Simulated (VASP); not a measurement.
# Os (P6/mmm) in VASP: further runs, part 2 of 2

VASP 6.6.1. Earlier steps stand in the parts before.

## (4) Single point, LDA (14.64 Å³/atom)

This run uses another cell than the first one, of 14.64 Å³/atom.

INCAR

```
ALGO     = Normal         # electronic algorithm
EDIFF    = 1E-6           # SCF threshold, eV
ENCUT    = 520            # plane-wave cutoff, eV
ISIF     = 2              # what is computed and relaxed
ISMEAR   = -1             # smearing method
LASPH    = True           # aspherical terms in the spheres
LCHARG   = False          # write CHGCAR
LREAL    = False          # projectors in reciprocal space
LWAVE    = False          # write WAVECAR
NBANDS   = 19             # bands
NELM     = 60             # most SCF steps
PREC     = Accurate       # precision mode
SIGMA    = 0.1            # smearing width, eV
```

KPOINTS

```
k-points
0
Gamma
  10 10 13
```

POSCAR

```
Os
1.0
    4.3217117662      0.0000000000      0.0000000000
   -2.1608558831      3.7427121773      0.0000000000
    0.0000000000      0.0000000000      2.7145814481
Os
3
Direct
    1.0000000000      0.0000000000      1.0000000000
    0.3333333333      0.6666666667      0.5000000000
    0.6666666667      0.3333333333      0.5000000000
```

Potentials or basis: VASP PAW LDA potentials, release 64 (Os).

The run is started by

```bash
cat potpaw_LDA.64/Os/POTCAR > POTCAR
mpirun -np 1 vasp_std > vasp.out
```

OUTCAR:

```text
EDIFF = 1E-6
   ENCUT = 520
   ISIF = 2
   ISMEAR = -1
   LASPH = True
   LREAL = False
   NELM = 60
   PREC = Accurate

 ion  position               nearest neighbor table
   1  0.000  0.000  0.000-   2 2.84   3 2.84   2 2.84   3 2.84   2 2.84   2 2.84   3 2.84   3 2.84
                             3 2.84   3 2.84   2 2.84   2 2.84
   2  0.333  0.667  0.500-   3 2.50   3 2.50   3 2.50   1 2.84   1 2.84   1 2.84   1 2.84   1 2.84
                             1 2.84
   3  0.667  0.333  0.500-   2 2.50   2 2.50   2 2.50   1 2.84   1 2.84   1 2.84   1 2.84   1 2.84
                             1 2.84

  LATTYP: Found a hexagonal cell.
 ALAT       =     4.3217117662
 C/A-ratio  =     0.6281264450

  Lattice vectors:

 A1 = (   4.3217117662,   0.0000000000,   0.0000000000)
 A2 = (  -2.1608558831,   3.7427121773,   0.0000000000)
 A3 = (   0.0000000000,   0.0000000000,   2.7145814481)

Analysis of symmetry for initial positions (statically):
=====================================================================
 Subroutine PRICEL returns:
 Original cell was already a primitive cell.

 Routine SETGRP: Setting up the symmetry group for a
 hexagonal supercell.

 Subroutine GETGRP returns: Found 24 space group operations
 (whereof 24 operations were pure point group operations)
 out of a pool of 24 trial point group operations.

The static configuration has the point symmetry D_6h.

Analysis of symmetry for dynamics (positions and initial velocities):
=====================================================================
 Subroutine PRICEL returns:
 Original cell was already a primitive cell.

 Routine SETGRP: Setting up the symmetry group for a
 hexagonal supercell.

 Subroutine GETGRP returns: Found 24 space group operations
 (whereof 24 operations were pure point group operations)
 out of a pool of 24 trial point group operations.

The dynamic configuration has the point symmetry D_6h.

 Subroutine INISYM returns: Found 24 space group operations
 (whereof 24 operations are pure point group operations),
[... 116 lines left out ...]
   IMIX   =      4    mixing-type and parameters
     AMIX     =   0.40;   BMIX     =  1.00
     AMIX_MAG =   1.60;   BMIX_MAG =  1.00
  volume/ion in A,a.u.               =      14.64        98.77
  Fermi-wavevector in a.u.,A,eV,Ry     =   1.338536  2.529467 24.377285  1.791680
  Thomas-Fermi vector in A             =   2.466999
   LORBIT       =      0    0 simple, 1 ext, 2 COOP (PROOUT), +10 PAW based schemes
   GGA     = CA    functional components
   LHFCALC =     F    Hartree Fock is set to
   AEXX    =    0.0000 exact exchange contribution
   IVDW    =     0    specifies the selected vdW correction
   LEPSILON=     F    determine dielectric tensor
   LRPA    =     F    only Hartree local field effects (RPA)
 non-spin polarized calculation
  energy-cutoff  :      520.00
  volume of cell :       43.91
 maximum number of plane-waves:      1199
   NGX = 17   NGY = 17   NGZ = 11

 number of electron      23.9999998 magnetization

 Free energy of the ion-electron system (eV)
  ---------------------------------------------------
  ext. energy  EPLUGINS =         0.00000000
  ---------------------------------------------------
  free energy    TOTEN  =       -36.81739131 eV

  energy without entropy =      -36.73987445  energy(sigma->0) =      -36.77863288

 E-fermi :   8.8914     XC(G=0): -13.9081

 val. band max:        8.8706183976   @ k =   0.3000   0.2000   0.2308
 cond. band min:       8.8987494612   @ k =   0.1000   0.1000   0.1538
 fundamental gap:      0.0281310635
 Fermi energy:         8.8914476890

 k-point     1 :       0.0000    0.0000    0.0000
  band No.  band energies     occupation
      1      -1.7411      2.00000
      2       2.0569      2.00000
      3       4.6262      2.00000
      4       4.8421      2.00000
      5       4.8421      2.00000
      6       4.8776      2.00000
[... 505 lines left out ...]
      6       4.5034      2.00000
[... 11 lines left out ...]
     18      11.6673      0.00000
     19      18.2591      0.00000

 [... further k-points ...]

------------------------ aborting loop because EDIFF is reached ----------------------------------------

  FORCE on cell =-STRESS in cart. coord.  units (eV):
  Direction    XX          YY          ZZ          XY          YZ          ZX
  --------------------------------------------------------------------------------------
  -------------------------------------------------------------------------------------
  Total       -4.2873221     -4.2873221     -3.4308845      0.0000000      0.0000000      0.0000000
  in kB     -156.4413632   -156.4413632   -125.1905591      0.0000000      0.0000000      0.0000000
  external PRESSURE =    -146.0244285 kB  Pullay stress =       0.0000000 kB

 VOLUME and BASIS-vectors are now :
 -----------------------------------------------------------------------------
  energy-cutoff  :      520.00
  volume of cell :       43.91
      direct lattice vectors                 reciprocal lattice vectors
     4.321711766  0.000000000  0.000000000     0.231389795  0.133592960  0.000000000
    -2.160855883  3.742712177  0.000000000     0.000000000  0.267185921  0.000000000
     0.000000000  0.000000000  2.714581448     0.000000000  0.000000000  0.368380916

 POSITION                                       TOTAL-FORCE (eV/Angst)
 -----------------------------------------------------------------------------------
      0.00000      0.00000      0.00000         0.000000      0.000000     -0.000000
     -0.00000      2.49514      1.35729         0.000000      0.000000     -0.000000
      2.16086      1.24757      1.35729        -0.000000      0.000000      0.000000
 -----------------------------------------------------------------------------------
    total drift:                               -0.000000      0.000000      0.000000

  FREE ENERGIE OF THE ION-ELECTRON SYSTEM (eV)
  ---------------------------------------------------
  free  energy   TOTEN  =       -36.8173913100 eV

  energy  without entropy=      -36.7398744498  energy(sigma->0) =      -36.77863288
```

OSZICAR:

```text
N       E                     dE             d eps       ncg     rms          rms(c)
DAV:   1     0.161415861508E+03    0.16142E+03   -0.11471E+04  3804   0.120E+03
DAV:   2    -0.274652740682E+02   -0.18888E+03   -0.17887E+03  3805   0.394E+02
DAV:   3    -0.388888449168E+02   -0.11424E+02   -0.10798E+02  4588   0.771E+01
DAV:   4    -0.391614979979E+02   -0.27265E+00   -0.27065E+00  4175   0.125E+01
DAV:   5    -0.391641417786E+02   -0.26438E-02   -0.26429E-02  4217   0.110E+00    0.371E+01
DAV:   6    -0.373534528343E+02    0.18107E+01   -0.29874E+00  4484   0.123E+01    0.166E+01
DAV:   7    -0.374546448957E+02   -0.10119E+00   -0.55456E+00  5413   0.177E+01    0.724E+00
DAV:   8    -0.368242074751E+02    0.63044E+00   -0.29437E+00  5261   0.122E+01    0.796E-01
DAV:   9    -0.368193565278E+02    0.48509E-02   -0.83539E-02  3848   0.227E+00    0.395E-01
DAV:  10    -0.368182180856E+02    0.11384E-02   -0.16186E-03  4439   0.327E-01    0.275E-01
DAV:  11    -0.368174009867E+02    0.81710E-03   -0.73689E-04  3868   0.228E-01    0.466E-02
DAV:  12    -0.368173927704E+02    0.82164E-05   -0.55521E-05  5005   0.537E-02    0.111E-02
DAV:  13    -0.368173913102E+02    0.14601E-05   -0.75253E-06  3937   0.245E-02    0.774E-03
DAV:  14    -0.368173913100E+02    0.26603E-09   -0.39279E-07  2045   0.454E-03
   1 F= -.36817391E+02 E0= -.36778633E+02  d E =-.775169E-01
```

Run time: 86 s. Hardware: 1 thread of Intel Xeon 8259CL, shared host; peak memory 0.19 GiB.

Results:

- Free energy: -36.8174 eV
- Pressure: -14.6 GPa
- Band gap on the k mesh: zero (bands 12 and 13 overlap by 2.50 eV)

Caveat: the cell stands under tension; spin-orbit coupling is left out, which moves the levels of the heavy elements.

## (5) Single point, LDA (15.20 Å³/atom)

This run uses another cell than the first one, of 15.20 Å³/atom.

INCAR

```
SYSTEM = Os
  PREC = Accurate
  ENCUT = 520
  EDIFF = 1E-7
  ISMEAR = -1
  SIGMA = 0.1
  LREAL = .False.
  LASPH = .True.
  NELM = 60
  ALGO = Normal
  ISIF = 2
  LWAVE = .False.
  LCHARG = .True.
  LELF = .True.
  LVHAR = .True.
  NBANDS = 19
```

KPOINTS

```
Automatic mesh
0
Gamma
  10 10 13
  0 0 0
```

POSCAR

```
Os
1.0
    4.3764227864      0.0000000000      0.0000000000
   -2.1882113932      3.7900933107      0.0000000000
    0.0000000000      0.0000000000      2.7489468868
Os
3
Direct
    1.0000000000      0.0000000000      1.0000000000
    0.3333333333      0.6666666667      0.5000000000
    0.6666666667      0.3333333333      0.5000000000
```

Potentials or basis: VASP PAW LDA potentials, release 64 (Os).

The run is started by

```bash
cat potpaw_LDA.64/Os/POTCAR > POTCAR
mpirun -np 1 vasp_std > vasp.out
```

OUTCAR:

```text
SYSTEM = Os
   PREC = Accurate
   ENCUT = 520
   EDIFF = 1E-7
   ISMEAR = -1
   LREAL = .False.
   LASPH = .True.
   NELM = 60
   ISIF = 2

 ion  position               nearest neighbor table
   1  0.000  0.000  0.000-   2 2.88   3 2.88   2 2.88   3 2.88   2 2.88   2 2.88   3 2.88   3 2.88
                             3 2.88   3 2.88   2 2.88   2 2.88
   2  0.333  0.667  0.500-   3 2.53   3 2.53   3 2.53   1 2.88   1 2.88   1 2.88   1 2.88   1 2.88
                             1 2.88
   3  0.667  0.333  0.500-   2 2.53   2 2.53   2 2.53   1 2.88   1 2.88   1 2.88   1 2.88   1 2.88
                             1 2.88

[... 727 lines left out ...]
  --------------------------------------------------------------------------------------
  -------------------------------------------------------------------------------------
  Total       -8.0424289     -8.0424289     -6.7069102      0.0000000     -0.0000000      0.0000000
  in kB     -282.5935794   -282.5935794   -235.6663358      0.0000000     -0.0000000      0.0000000
  external PRESSURE =    -266.9511648 kB  Pullay stress =       0.0000000 kB

 VOLUME and BASIS-vectors are now :
 -----------------------------------------------------------------------------
  energy-cutoff  :      520.00
  volume of cell :       45.60
      direct lattice vectors                 reciprocal lattice vectors
     4.376422786  0.000000000  0.000000000     0.228497119  0.131922873  0.000000000
    -2.188211393  3.790093311  0.000000000     0.000000000  0.263845747  0.000000000
     0.000000000  0.000000000  2.748946887     0.000000000  0.000000000  0.363775672

 POSITION                                       TOTAL-FORCE (eV/Angst)
 -----------------------------------------------------------------------------------
      0.00000      0.00000      0.00000         0.000000      0.000000      0.000000
     -0.00000      2.52673      1.37447         0.000000     -0.000000     -0.000000
      2.18821      1.26336      1.37447        -0.000000      0.000000      0.000000
 -----------------------------------------------------------------------------------
    total drift:                                0.000000      0.000000     -0.000000

  FREE ENERGIE OF THE ION-ELECTRON SYSTEM (eV)
  ---------------------------------------------------
  free  energy   TOTEN  =       -36.5998720206 eV

  energy  without entropy=      -36.5167351127  energy(sigma->0) =      -36.55830357
```

OSZICAR:

```text
N       E                     dE             d eps       ncg     rms          rms(c)
DAV:   1     0.155239546974E+03    0.15524E+03   -0.11419E+04  3820   0.119E+03
DAV:   2    -0.275834814777E+02   -0.18282E+03   -0.17242E+03  3843   0.386E+02
DAV:   3    -0.387394215785E+02   -0.11156E+02   -0.10505E+02  4661   0.753E+01
DAV:   4    -0.390295584558E+02   -0.29014E+00   -0.28768E+00  4152   0.128E+01
DAV:   5    -0.390325117911E+02   -0.29533E-02   -0.29524E-02  4239   0.115E+00    0.342E+01
DAV:   6    -0.371265521710E+02    0.19060E+01   -0.33438E+00  4461   0.129E+01    0.146E+01
DAV:   7    -0.373144527702E+02   -0.18790E+00   -0.61021E+00  5430   0.181E+01    0.733E+00
DAV:   8    -0.366067429554E+02    0.70771E+00   -0.32857E+00  5263   0.124E+01    0.771E-01
DAV:   9    -0.366018634631E+02    0.48795E-02   -0.89887E-02  3840   0.231E+00    0.374E-01
DAV:  10    -0.366006748282E+02    0.11886E-02   -0.16465E-03  4438   0.325E-01    0.251E-01
DAV:  11    -0.365998778250E+02    0.79700E-03   -0.61160E-04  3838   0.205E-01    0.480E-02
DAV:  12    -0.365998733775E+02    0.44475E-05   -0.47762E-05  4998   0.483E-02    0.113E-02
DAV:  13    -0.365998720057E+02    0.13718E-05   -0.76744E-06  4348   0.230E-02    0.614E-03
DAV:  14    -0.365998720206E+02   -0.14892E-07   -0.42417E-07  3731   0.476E-03
   1 F= -.36599872E+02 E0= -.36558304E+02  d E =-.831369E-01
```

stdout:

```text
POSCAR found type information on POSCAR Os
 POSCAR found :  1 types and       3 ions
 scaLAPACK will be used
 LDA part: xc-table for (Slater(with rela. corr.)+CA(PZ))
 , standard interpolation
 POSCAR, INCAR and KPOINTS ok, starting setup
 FFT: planning ... GRIDC
 FFT: planning ... GRID_SOFT
 FFT: planning ... GRID
 WAVECAR not read
 entering main loop
```

Run time: 1.8 min. Hardware: 1 thread of Intel Xeon 8259CL, shared host; peak memory 0.2 GiB.

What came out:

* Free energy: -36.5999 eV
* Pressure: -26.7 GPa
* Band gap on the k mesh: zero (bands 12 and 13 overlap by 2.35 eV)

Stress tensor (GPa, compression positive):
```
-28.26   0.00   0.00
  0.00 -28.26   0.00
  0.00   0.00 -23.57
```

Caveat: the cell stands under tension; spin-orbit coupling is left out, which moves the levels of the heavy elements.

## (6) The runs side by side

| cell | gap on the mesh (eV) | pressure (GPa) |
| --- | --- | --- |
| a = 4.208, b = 4.208, c = 2.643 Å, angles 90.0, 90.0, 120.0°, 3 atoms | none | 20.0 |
| a = 4.266, b = 4.266, c = 2.679 Å, angles 90.0, 90.0, 120.0°, 3 atoms | none | 0.7 |
| a = 4.322, b = 4.322, c = 2.715 Å, angles 90.0, 90.0, 120.0°, 3 atoms | none | -14.6 |
| a = 4.376, b = 4.376, c = 2.749 Å, angles 90.0, 90.0, 120.0°, 3 atoms | none | -26.7 |

Alike in all rows: task single point; level LDA; potentials or basis VASP PAW LDA potentials, release 64 (Os); no spin polarisation; k mesh 10 × 10 × 13; cutoff (eV) 520; smearing fermi-dirac 0.1 eV.

Caveats: spin-orbit coupling is left out, which moves the levels of the heavy elements; the cell stands under tension (at least some runs); the cell stands under pressure (at least some runs).

Total energies depend on the potentials used, so only differences within one code and one set of settings carry meaning.
